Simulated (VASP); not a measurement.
# HfB2 (P-1) in VASP: electric field gradients with PBE

Aim: the electric field gradients of HfB2 with PBE.

Everything below comes from runs of VASP 6.6.1. Logs are shortened: lines on timing, memory, paths and dates and some standing lists are left out, and cuts for length are marked.

### 1 The cell of the first run

The typed cell holds 3 atoms: a = 3.140 Å, b = 3.154 Å, c = 3.480 Å, α = 90.21°, β = 90.57°, γ = 120.43°.

### 2 Electric field gradients, PBE (equal xy, yz and zx shear strains of -1 %)

The input, INCAR:

```
  PREC = Accurate
  ENCUT = 520
  EDIFF = 1E-8
  ISMEAR = -1
  SIGMA = 0.05
  LREAL = False
  LASPH = True
  NELM = 80
  ALGO = Normal
  ISIF = 2
  LWAVE = False
  LCHARG = False
  GGA = PE
  LEFG = True
  NBANDS = 15
```

The input, KPOINTS:

```
regular mesh
0
Gamma
  13 13 11
```

The input, POSCAR:

```
HfB2
1.0
    3.1400001005     -0.0157000005     -0.0157000005
   -1.5835966496      2.7271698552     -0.0057465990
   -0.0174000000     -0.0174000000      3.4800000000
Hf B
1 2
Direct
    0.0000000000      0.0000000000      0.0000000000
    0.3333333333      0.6666666667      0.5000000000
    0.6666666667      0.3333333333      0.5000000000
```

Potentials or basis: VASP PAW PBE potentials, release 64 (Hf_pv, B).

The run is started by

```console
cat potpaw_PBE.64/Hf_pv/POTCAR potpaw_PBE.64/B/POTCAR > POTCAR
mpirun -np 1 vasp_std > vasp.out
```

OUTCAR:

```text
PREC = Accurate
   ENCUT = 520
   EDIFF = 1E-8
   ISMEAR = -1
   LREAL = False
   LASPH = True
   NELM = 80
   ISIF = 2
   GGA = PE

 ion  position               nearest neighbor table
   1  0.000  0.000  0.000-   3 2.49   2 2.49   3 2.50   2 2.50   2 2.51   3 2.51   2 2.52   3 2.52
                             2 2.52   3 2.52   3 2.53   2 2.53
   2  0.333  0.667  0.500-   3 1.81   3 1.81   3 1.82   1 2.49   1 2.50   1 2.51   1 2.52   1 2.52
                             1 2.53
   3  0.667  0.333  0.500-   2 1.81   2 1.81   2 1.82   1 2.49   1 2.50   1 2.51   1 2.52   1 2.52
                             1 2.53

  LATTYP: Found a triclinic cell.
 ALAT       =     3.1264869153
 B/A-ratio  =     1.7320508076
 C/A-ratio  =     2.3076007345
 COS(alpha) =     0.0022408348
 COS(beta)  =     0.4437274568
 COS(gamma) =     0.8635100504

  Lattice vectors:

 A1 = (   1.5564034509,   2.7114698547,  -0.0214465995)
 A2 = (   4.6964035514,   2.6957698542,  -0.0371466000)
 A3 = (  -3.1497932992,   5.4717397104,  -3.4914931980)

Analysis of symmetry for initial positions (statically):
=====================================================================
 Subroutine PRICEL returns:
 Original cell was already a primitive cell.

 Routine SETGRP: Setting up the symmetry group for a
 triclinic supercell.

 Subroutine GETGRP returns: Found  2 space group operations
 (whereof  2 operations were pure point group operations)
 out of a pool of  2 trial point group operations.

The static configuration has the point symmetry S_2 .

Analysis of symmetry for dynamics (positions and initial velocities):
=====================================================================
 Subroutine PRICEL returns:
 Original cell was already a primitive cell.

 Routine SETGRP: Setting up the symmetry group for a
 triclinic supercell.

 Subroutine GETGRP returns: Found  2 space group operations
 (whereof  2 operations were pure point group operations)
 out of a pool of  2 trial point group operations.

The dynamic configuration has the point symmetry S_2 .

 Subroutine INISYM returns: Found  2 space group operations
 (whereof  2 operations are pure point group operations),
 and found     1 'primitive' translations

----------------------------------------------------------------------------------------

                                     Primitive cell

  volume of cell :      29.7123

  direct lattice vectors                    reciprocal lattice vectors
     3.140000101 -0.015700000 -0.015700000     0.319411346  0.185479186  0.002524453
    -1.583596650  2.727169855 -0.005746599     0.001848028  0.367757493  0.001848028
    -0.017400000 -0.017400000  3.480000000     0.001444074  0.001444074  0.287370763

  length of vectors
     3.140078600  3.153611706  3.480086999     0.369367715  0.367766780  0.287378019

  position of ions in fractional coordinates (direct lattice)
     0.000000000  0.000000000  0.000000000
     0.333333333  0.666666667  0.500000000
     0.666666667  0.333333333  0.500000000

  ion indices of the primitive-cell ions
   primitive index   ion index
                 1           1
                 2           2
                 3           3

----------------------------------------------------------------------------------------

 KPOINTS: regular mesh

Automatic generation of k-mesh.
 Grid dimensions read from file:
 generate k-points for:   13   13   11

 Generating k-lattice:

  Cartesian coordinates                     Fractional coordinates (reciprocal lattice)
     0.024570104  0.014267630  0.000194189     0.076923077 -0.000000000  0.000000000
     0.000142156  0.028289038  0.000142156     0.000000000  0.076923077 -0.000000000
     0.000131279  0.000131279  0.026124615    -0.000000000  0.000000000  0.090909091

  Length of vectors
     0.028412901  0.028289752  0.026125274

  Shift w.r.t. Gamma in fractional coordinates (k-lattice)
     0.000000000  0.000000000  0.000000000

 Subroutine IBZKPT returns following result:
 ===========================================

 Found    930 irreducible k-points:

 Following reciprocal coordinates:
            Coordinates               Weight
  0.000000  0.000000  0.000000      1.000000
  0.076923 -0.000000  0.000000      2.000000
  0.153846  0.000000  0.000000      2.000000
  0.230769  0.000000 -0.000000      2.000000
  0.307692  0.000000  0.000000      2.000000
  0.384615 -0.000000  0.000000      2.000000
[... 16 lines left out ...]
  0.153846  0.153846  0.000000      2.000000
  0.230769  0.153846  0.000000      2.000000
 [... further k-points ...]
   k-points           NKPTS =    930   k-points in BZ     NKDIM =    930   number of bands    NBANDS=     15
   number of dos      NEDOS =    301   number of ions     NIONS =      3
   total plane-waves  NPLWV =  16128
   dimension x,y,z NGX =    24 NGY =   24 NGZ =   28
   dimension x,y,z NGXF=    48 NGYF=   48 NGZF=   56
   ions per type =               1   2
   NGX,Y,Z   is equivalent  to a cutoff of  12.71, 12.65, 13.38 a.u.
   NGXF,Y,Z  is equivalent  to a cutoff of  25.41, 25.30, 26.75 a.u.
 SYSTEM =  unknown system
   PREC   = accura    normal or accurate (medium, high low for compatibility)
   ISTART =      0    job   : 0-new  1-cont  2-samecut
   ICHARG =      2    charge: 1-file 2-atom 10-const
   ISPIN  =      1    spin polarized calculation?
   LNONCOLLINEAR =      F non collinear calculations
   LSORBIT =      F    spin-orbit coupling
   LASPH  =      T    aspherical Exc in radial PAW
   ENCUT  =  520.0 eV  38.22 Ry    6.18 a.u.   5.84  5.86  6.47*2*pi/ulx,y,z
   NELM   =     80;   NELMIN=  2; NELMDL= -5     # of ELM steps
   EDIFF  = 0.1E-07   stopping-criterion for ELM
   LREAL  =      F    real-space projection
   EDIFFG = 0.1E-06   stopping-criterion for IOM
   NSW    =      0    number of steps for IOM
   IBRION =     -1    ionic relax: 0-MD 1-quasi-New 2-CG
   NFREE  =      0    steps in history (QN), initial steepest desc. (CG)
   ISIF   =      2    stress and relaxation
   ISYM   =      2    0-nonsym 1-usesym 2-fastsym
   POTIM  = 0.5000    time-step for ionic-motion
   TEBEG  =    0.0;   TEEND  =   0.0 temperature during run
   PSTRESS=    0.0 pullay stress
   NELECT =      16.0000    total number of electrons
   NUPDOWN=      -1.0000    fix difference up-down
   EMIN   =  10.00;   EMAX   =-10.00  energy-range for DOS
   EFERMI =   0.00;   METHOD = LEGACY
   ISMEAR =    -1;   SIGMA  =   0.05  broadening in eV -4-tet -1-fermi 0-gaus
   EFERMI_NEDOS =   21; number of points for ismear=-14 and -15
   IALGO  =     38    algorithm
   IMIX   =      4    mixing-type and parameters
     AMIX     =   0.40;   BMIX     =  1.00
     AMIX_MAG =   1.60;   BMIX_MAG =  1.00
  volume/ion in A,a.u.               =       9.90        66.84
  Fermi-wavevector in a.u.,A,eV,Ry     =   1.331893  2.516913 24.135903  1.773939
  Thomas-Fermi vector in A             =   2.460869
   LORBIT       =      0    0 simple, 1 ext, 2 COOP (PROOUT), +10 PAW based schemes
   GGA     = PE    functional components
   LHFCALC =     F    Hartree Fock is set to
   AEXX    =    0.0000 exact exchange contribution
   IVDW    =     0    specifies the selected vdW correction
   LEPSILON=     F    determine dielectric tensor
   LRPA    =     F    only Hartree local field effects (RPA)
 non-spin polarized calculation
  energy-cutoff  :      520.00
  volume of cell :       29.71
 maximum number of plane-waves:       816
   NGX = 11   NGY = 11   NGZ = 13

 number of electron      15.9999998 magnetization

 Free energy of the ion-electron system (eV)
  ---------------------------------------------------
  ext. energy  EPLUGINS =         0.00000000
  ---------------------------------------------------
  free energy    TOTEN  =       -26.39463948 eV

  energy without entropy =      -26.39287560  energy(sigma->0) =      -26.39375754

 E-fermi :   7.7558     XC(G=0): -12.5968

 val. band max:        7.7473564604   @ k =  -0.0769   0.0000   0.2727
 cond. band min:       7.7631624387   @ k =  -0.1538   0.4615   0.0000
 fundamental gap:      0.0158059784
 Fermi energy:         7.7557895205

 k-point     1 :       0.0000    0.0000    0.0000
  band No.  band energies     occupation
      1     -22.9621      2.00000
      2     -22.4744      2.00000
      3     -22.4548      2.00000
      4      -6.0833      2.00000
      5       4.6586      2.00000
      6       4.7268      2.00000
      7       4.8287      2.00000
      8       4.8910      2.00000
      9      11.6521      0.00000
     10      11.6960      0.00000
     11      12.3070      0.00000
     12      12.3868      0.00000
     13      12.5249      0.00000
     14      12.6638      0.00000
     15      12.8035      0.00000

 k-point     2 :       0.0769   -0.0000    0.0000
  band No.  band energies     occupation
      1     -22.9545      2.00000
      2     -22.5043      2.00000
      3     -22.4827      2.00000
      4      -5.9541      2.00000
      5       4.4479      2.00000
      6       4.7180      2.00000
      7       4.7702      2.00000
      8       4.8121      2.00000
      9      11.3059      0.00000
     10      11.5318      0.00000
     11      11.6898      0.00000
     12      11.9094      0.00000
     13      13.1816      0.00000
     14      13.3812      0.00000
     15      13.6376      0.00000

 k-point     3 :       0.1538    0.0000    0.0000
  band No.  band energies     occupation
      1     -22.9331      2.00000
      2     -22.6321      2.00000
      3     -22.5131      2.00000
      4      -5.5785      2.00000
      5       3.5500      2.00000
      6       4.5023      2.00000
      7       4.6753      2.00000
      8       5.1261      2.00000
      9      10.2511      0.00000
     10      11.2782      0.00000
     11      11.3733      0.00000
     12      12.1142      0.00000
     13      13.5430      0.00000
     14      14.5266      0.00000
     15      14.6690      0.00000
[... 343 lines left out ...]
 k-point    23 :       0.1538    0.1538    0.0000
  band No.  band energies     occupation
      1     -22.8888      2.00000
      2     -22.8740      2.00000
      3     -22.5966      2.00000
      4      -4.6456      2.00000
      5       2.1351      2.00000
      6       3.7068      2.00000
      7       4.0893      2.00000
      8       6.1027      2.00000
      9       9.3265      0.00000
     10       9.6817      0.00000
     11      11.7456      0.00000
     12      13.5405      0.00000
     13      14.3404      0.00000
     14      14.4749      0.00000
     15      16.1258      0.00000

 k-point    24 :       0.2308    0.1538    0.0000
  band No.  band energies     occupation
      1     -23.0074      2.00000
      2     -22.8588      2.00000
      3     -22.6631      2.00000
      4      -3.8912      2.00000
      5       1.2481      2.00000
      6       3.0054      2.00000
      7       3.9367      2.00000
      8       6.6527      2.00000
      9       8.6017      0.00000
     10       9.1609      0.00000
     11      12.9318      0.00000
     12      13.7126      0.00000
     13      14.4505      0.00000
     14      15.3747      0.00000
     15      17.1329      0.00000

 [... further k-points ...]
[... 5 lines left out ...]
  --------------------------------------------------------------------------------------
  -------------------------------------------------------------------------------------
  Total        0.1780226      0.1781854      0.2365889      0.5131724      0.5005414      0.5006860
  in kB        9.5995152      9.6082929     12.7575854     27.6717954     26.9906954     26.9984924
  external PRESSURE =      10.6551312 kB  Pullay stress =       0.0000000 kB

 VOLUME and BASIS-vectors are now :
 -----------------------------------------------------------------------------
  energy-cutoff  :      520.00
  volume of cell :       29.71
      direct lattice vectors                 reciprocal lattice vectors
     3.140000101 -0.015700000 -0.015700000     0.319411346  0.185479186  0.002524453
    -1.583596650  2.727169855 -0.005746599     0.001848028  0.367757493  0.001848028
    -0.017400000 -0.017400000  3.480000000     0.001444074  0.001444074  0.287370763

 POSITION                                       TOTAL-FORCE (eV/Angst)
 -----------------------------------------------------------------------------------
      0.00000      0.00000      0.00000         0.000000      0.000000     -0.000000
     -0.01776      1.80418      1.73094        -0.013901      0.001416     -0.001807
      1.55677      0.88989      1.72762         0.013901     -0.001416      0.001807
 -----------------------------------------------------------------------------------
    total drift:                               -0.000000      0.000000     -0.000000

  FREE ENERGIE OF THE ION-ELECTRON SYSTEM (eV)
  ---------------------------------------------------
  free  energy   TOTEN  =       -26.3946394799 eV

  energy  without entropy=      -26.3928755962  energy(sigma->0) =      -26.39375754

 Electric field gradients (V/A^2)
---------------------------------------------------------------------
 ion       V_xx      V_yy      V_zz      V_xy      V_xz      V_yz
---------------------------------------------------------------------
   1     -38.324   -38.243    76.567   -10.381   -20.878   -20.882
   2      -0.761    -0.756     1.517    -0.526    -0.384    -0.384
   3      -0.761    -0.756     1.517    -0.526    -0.384    -0.384
---------------------------------------------------------------------

 Electric field gradients after diagonalization (V/A^2)
 (convention: |V_zz| > |V_xx| > |V_yy|)
----------------------------------------------------------------------
 ion       V_xx      V_yy      V_zz     asymmetry (V_yy - V_xx)/ V_zz
----------------------------------------------------------------------
   1     -55.278   -27.903    83.180       0.329
   2      -1.386    -0.233     1.618       0.713
   3      -1.386    -0.233     1.618       0.713
----------------------------------------------------------------------

           NMR quadrupolar parameters

 Cq : quadrupolar parameter    Cq=e*Q*V_zz/h
 eta: asymmetry parameters     (V_yy - V_xx)/ V_zz
 Q  : nuclear electric quadrupole moment in mb (millibarn)
----------------------------------------------------------------------
 ion       Cq(MHz)       eta       Q (mb)
----------------------------------------------------------------------
   1       0.201       0.329       1.000
   2       0.004       0.713       1.000
   3       0.004       0.713       1.000
----------------------------------------------------------------------
```

It took 2.2 min on 1 thread of Intel Xeon 6975P-C (Granite Rapids), shared host; peak memory 0.49 GiB.

Results:

| Item | Value |
| --- | --- |
| Free energy | -26.3946 eV |
| Pressure | 1.1 GPa |
| Largest force | 0.014 eV/Å |
| Band gap on the k mesh | zero (bands 8 and 9 overlap by 1.03 eV) |
| Largest electric field gradient by atom | Hf +83.2; B +1.6 V/Å² |

Forces in eV/Å, atoms in the order of the input:
```
Hf   0.000  0.000  0.000
B   -0.014  0.001 -0.002
B    0.014 -0.001  0.002
```

Levels at points of the mesh, in eV from the Fermi level:
| k point | band 6 | band 7 | band 8 | band 9 | band 10 | band 11 |
| --- | --- | --- | --- | --- | --- | --- |
| (0.00, 0.00, 0.00) | -3.03 | -2.93 | -2.86 | 3.90 | 3.94 | 4.55 |

Electric field gradients, principal values (V/Å²):
```
atom    least   middle  greatest (by size)
1 Hf  -27.903  -55.278              83.180
 2 B   -0.233   -1.386               1.618
 3 B   -0.233   -1.386               1.618
```

Caveat: the cell differs from its parent crystal (equal xy, yz and zx shear strains of -1 %); without QUAD_EFG the Cq values of the log hold for a quadrupole moment of 1 mb, not for the nuclei; spin-orbit coupling is left out, which moves the levels of the heavy elements.
